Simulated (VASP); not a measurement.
# Cr (I4/mmm) in VASP: notebook, part 2 of 2

VASP 6.6.1. The steps go on from the part before.

**3. Single point, PBE, non-collinear spin, typed start, spin-orbit coupling (stretched by +10 % along [0.0, 0.0, 1.0] at fixed volume)**

Contents of INCAR:

```
ALGO = Normal
EDIFF = 1E-6
ENCUT = 520
GGA = PE
GGA_COMPAT = False
ISIF = 2
ISMEAR = -1
LASPH = True
LCHARG = False
LMAXMIX = 4
LORBIT = 11
LORBMOM = True
LREAL = False
LSORBIT = True
LWAVE = False
MAGMOM = -1.7 0 0 1.7 0 0
NBANDS = 36
NELM = 150
PREC = Accurate
SIGMA = 0.1
```

Contents of KPOINTS:

```
k-points
0
Gamma
  9 9 8
```

Contents of POSCAR:

```
Cr
1.0
    2.8307344662      0.0000000000      0.0000000000
    0.0000000000      2.8307344662      0.0000000000
    0.0000000000      0.0000000000      3.2657892906
Cr
2
Direct
    0.0000000000      0.0000000000      0.0000000000
    0.5000000000      0.5000000000      0.5000000000
```

Potentials or basis: VASP PAW PBE potentials, release 64 (Cr_pv).

The run is started by

```bash
$ cat potpaw_PBE.64/Cr_pv/POTCAR > POTCAR
$ mpirun -np 1 vasp_ncl > vasp.out
```

OUTCAR:

```text
EDIFF = 1E-6
   ENCUT = 520
   GGA = PE
   ISIF = 2
   ISMEAR = -1
   LASPH = True
   LORBIT = 11
   LREAL = False
   LSORBIT = True
   NELM = 150
   PREC = Accurate

 ion  position               nearest neighbor table
   1  0.000  0.000  0.000-   2 2.58   2 2.58   2 2.58   2 2.58   2 2.58   2 2.58   2 2.58   2 2.58

   2  0.500  0.500  0.500-   1 2.58   1 2.58   1 2.58   1 2.58   1 2.58   1 2.58   1 2.58   1 2.58

  LATTYP: Found a simple tetragonal cell.
 ALAT       =     2.8307344662
 C/A-ratio  =     1.1536897330

  Lattice vectors:

 A1 = (   2.8307344662,   0.0000000000,   0.0000000000)
 A2 = (   0.0000000000,   2.8307344662,   0.0000000000)
 A3 = (   0.0000000000,   0.0000000000,   3.2657892906)

Analysis of symmetry for initial positions (statically):
=====================================================================
 Subroutine PRICEL returns following result:

  LATTYP: Found a body centered tetragonal cell.
 ALAT       =     2.8307344662
 C/A-ratio  =     1.1536897330

  Lattice vectors:

 A1 = (  -1.4153672331,  -1.4153672331,  -1.6328946453)
 A2 = (   1.4153672331,   1.4153672331,  -1.6328946453)
 A3 = (   1.4153672331,  -1.4153672331,   1.6328946453)

   2 primitive cells build up your supercell.

 Routine SETGRP: Setting up the symmetry group for a
 simple tetragonal supercell.

 Subroutine GETGRP returns: Found 16 space group operations
 (whereof 16 operations were pure point group operations)
 out of a pool of 16 trial point group operations.

The static configuration has the point symmetry D_4h.

Analysis of symmetry for dynamics (positions and initial velocities):
=====================================================================
 Subroutine PRICEL returns following result:

  LATTYP: Found a body centered tetragonal cell.
 ALAT       =     2.8307344662
 C/A-ratio  =     1.1536897330

  Lattice vectors:

 A1 = (  -1.4153672331,  -1.4153672331,  -1.6328946453)
 A2 = (   1.4153672331,   1.4153672331,  -1.6328946453)
 A3 = (   1.4153672331,  -1.4153672331,   1.6328946453)

   2 primitive cells build up your supercell.

 Routine SETGRP: Setting up the symmetry group for a
 simple tetragonal supercell.

 Subroutine GETGRP returns: Found 16 space group operations
 (whereof 16 operations were pure point group operations)
 out of a pool of 16 trial point group operations.

The dynamic configuration has the point symmetry D_4h.

Analysis of structural, dynamic, and magnetic symmetry:
=====================================================================
 Subroutine PRICEL returns:
 Original cell was already a primitive cell.

 Routine SETGRP: Setting up the symmetry group for a
[... 170 lines left out ...]
      2     -34.8574      1.00000
      3     -34.4514      1.00000
      4     -34.4514      1.00000
      5     -34.0537      1.00000
      6     -34.0537      1.00000
[... 925 lines left out ...]
     35      13.1348      0.00000
     36      13.1349      0.00000

 [... further k-points ...]

------------------------ aborting loop because EDIFF is reached ----------------------------------------

  FORCE on cell =-STRESS in cart. coord.  units (eV):
  Direction    XX          YY          ZZ          XY          YZ          ZX
  --------------------------------------------------------------------------------------
  -------------------------------------------------------------------------------------
  Total       -0.0245001     -0.0246489     -4.9650992      0.0000000      0.0000000      0.0000000
  in kB       -1.5000010     -1.5091144   -303.9849553      0.0000000      0.0000000      0.0000000
  external PRESSURE =    -102.3313569 kB  Pullay stress =       0.0000000 kB

 VOLUME and BASIS-vectors are now :
 -----------------------------------------------------------------------------
  energy-cutoff  :      520.00
  volume of cell :       26.17
      direct lattice vectors                 reciprocal lattice vectors
     2.830734466  0.000000000  0.000000000     0.353265208  0.000000000  0.000000000
     0.000000000  2.830734466  0.000000000     0.000000000  0.353265208  0.000000000
     0.000000000  0.000000000  3.265789291     0.000000000  0.000000000  0.306204691

 POSITION                                       TOTAL-FORCE (eV/Angst)
 -----------------------------------------------------------------------------------
      0.00000      0.00000      0.00000         0.000000      0.000000      0.000000
      1.41537      1.41537      1.63289         0.000000      0.000000      0.000000
 -----------------------------------------------------------------------------------
    total drift:                                0.000000     -0.000000     -0.000000

  FREE ENERGIE OF THE ION-ELECTRON SYSTEM (eV)
  ---------------------------------------------------
  free  energy   TOTEN  =       -18.6951143970 eV

  energy  without entropy=      -18.6517531465  energy(sigma->0) =      -18.67343377

 orbital moment (x)

 # of ion     p       d       tot
 ----------------------------------------
  1        -0.000   0.013   0.013
  2         0.000  -0.013  -0.013
 ----------------------------------------
           -0.000  -0.000  -0.000

 orbital moment (y)

 # of ion     p       d       tot
 ----------------------------------------
  1        -0.000   0.000   0.000
  2         0.000   0.000   0.000
 ----------------------------------------
           -0.000   0.000   0.000

 orbital moment (z)

 # of ion     p       d       tot
 ----------------------------------------
  1         0.000   0.000   0.000
  2         0.000   0.000   0.000
 ----------------------------------------
            0.000   0.000   0.000

 Spin-Orbit-Coupling matrix elements

 Ion:    1  E_soc:     -0.0230335
 l=   1
     0.0000000    -0.0030487    -0.0030439
    -0.0030487     0.0000000    -0.0030494
    -0.0030439    -0.0030494     0.0000000
 l=   2
     0.0000000    -0.0002032     0.0000000    -0.0001430    -0.0006877
    -0.0002032     0.0000000    -0.0003922    -0.0002087    -0.0001340
     0.0000000    -0.0003922     0.0000000    -0.0004463     0.0000000
    -0.0001430    -0.0002087    -0.0004463     0.0000000    -0.0001596
    -0.0006877    -0.0001340     0.0000000    -0.0001596     0.0000000
 l=   3
     0.0000000     0.0000000     0.0000000     0.0000000     0.0000000     0.0000000     0.0000000
     0.0000000     0.0000000     0.0000000     0.0000000     0.0000000     0.0000000     0.0000000
     0.0000000     0.0000000     0.0000000     0.0000000     0.0000000     0.0000000     0.0000000
     0.0000000     0.0000000     0.0000000     0.0000000     0.0000000     0.0000000     0.0000000
     0.0000000     0.0000000     0.0000000     0.0000000     0.0000000     0.0000000     0.0000000
     0.0000000     0.0000000     0.0000000     0.0000000     0.0000000     0.0000000     0.0000000
     0.0000000     0.0000000     0.0000000     0.0000000     0.0000000     0.0000000     0.0000000

 Ion:    2  E_soc:     -0.0230335
 l=   1
     0.0000000    -0.0030487    -0.0030439
    -0.0030487     0.0000000    -0.0030494
    -0.0030439    -0.0030494     0.0000000
 l=   2
     0.0000000    -0.0002032     0.0000000    -0.0001430    -0.0006877
    -0.0002032     0.0000000    -0.0003922    -0.0002087    -0.0001340
     0.0000000    -0.0003922     0.0000000    -0.0004463     0.0000000
    -0.0001430    -0.0002087    -0.0004463     0.0000000    -0.0001596
    -0.0006877    -0.0001340     0.0000000    -0.0001596     0.0000000
 l=   3
     0.0000000     0.0000000     0.0000000     0.0000000     0.0000000     0.0000000     0.0000000
     0.0000000     0.0000000     0.0000000     0.0000000     0.0000000     0.0000000     0.0000000
     0.0000000     0.0000000     0.0000000     0.0000000     0.0000000     0.0000000     0.0000000
     0.0000000     0.0000000     0.0000000     0.0000000     0.0000000     0.0000000     0.0000000
     0.0000000     0.0000000     0.0000000     0.0000000     0.0000000     0.0000000     0.0000000
     0.0000000     0.0000000     0.0000000     0.0000000     0.0000000     0.0000000     0.0000000
     0.0000000     0.0000000     0.0000000     0.0000000     0.0000000     0.0000000     0.0000000

 total charge

# of ion       s       p       d       tot
------------------------------------------
    1        0.400   6.327   4.104  10.831
    2        0.400   6.327   4.104  10.831
--------------------------------------------------
tot          0.800  12.653   8.209  21.662

 magnetization (x)

# of ion       s       p       d       tot
------------------------------------------
    1       -0.026  -0.020  -1.796  -1.842
    2        0.026   0.020   1.796   1.842
--------------------------------------------------
tot          0.000   0.000  -0.000  -0.000

 magnetization (y)

# of ion       s       p       d       tot
------------------------------------------
    1        0.000   0.000   0.000   0.000
    2        0.000   0.000   0.000   0.000
--------------------------------------------------
tot          0.000   0.000   0.000   0.000

 magnetization (z)

# of ion       s       p       d       tot
------------------------------------------
    1        0.000   0.000   0.000   0.000
    2        0.000   0.000   0.000   0.000
--------------------------------------------------
tot          0.000   0.000   0.000   0.000
```

OSZICAR:

```text
N       E                     dE             d eps       ncg     rms          rms(c)
DAV:   1     0.298054444878E+03    0.29805E+03   -0.13089E+04  9024   0.162E+03
DAV:   2    -0.644931414225E+01   -0.30450E+03   -0.29214E+03  9080   0.502E+02
DAV:   3    -0.215266079651E+02   -0.15077E+02   -0.14119E+02  9688   0.131E+02
[... 49 lines left out ...]
DAV:  53    -0.186951149268E+02    0.59504E-06   -0.11163E-05  8076   0.320E-02    0.152E-03
DAV:  54    -0.186951170014E+02   -0.20746E-05   -0.48122E-05  9004   0.560E-02    0.279E-03
DAV:  55    -0.186951175782E+02   -0.57685E-06   -0.11586E-05  8060   0.340E-02    0.324E-03
DAV:  56    -0.186951147124E+02    0.28659E-05   -0.42807E-05  8336   0.509E-02    0.105E-03
DAV:  57    -0.186951143970E+02    0.31533E-06   -0.76773E-06  8044   0.288E-02
   1 F= -.18695114E+02 E0= -.18673434E+02  d E =-.433613E-01  mag=    -0.0000    -0.0000    -0.0000
```

It took 7.9 min on 1 thread of Intel Xeon 6975P-C (Granite Rapids), shared host; peak memory 0.32 GiB.

What came out:

```
Free energy                                           : -18.6951 eV
Pressure                                              : -10.2 GPa
Net moment                                            : 0.00 μB per cell
Valence electrons inside the program's atomic spheres : Cr 10.83
```

Stress tensor (GPa, compression positive):
```
 -0.15   0.00   0.00
  0.00  -0.15   0.00
  0.00   0.00 -30.40
```

Moments on the atoms (μB; x, y, z):
```
Cr  -1.84  0.00  0.00
Cr   1.84  0.00  0.00
```

Caveat: the stress differs along the axes, from -30 to -0 GPa.
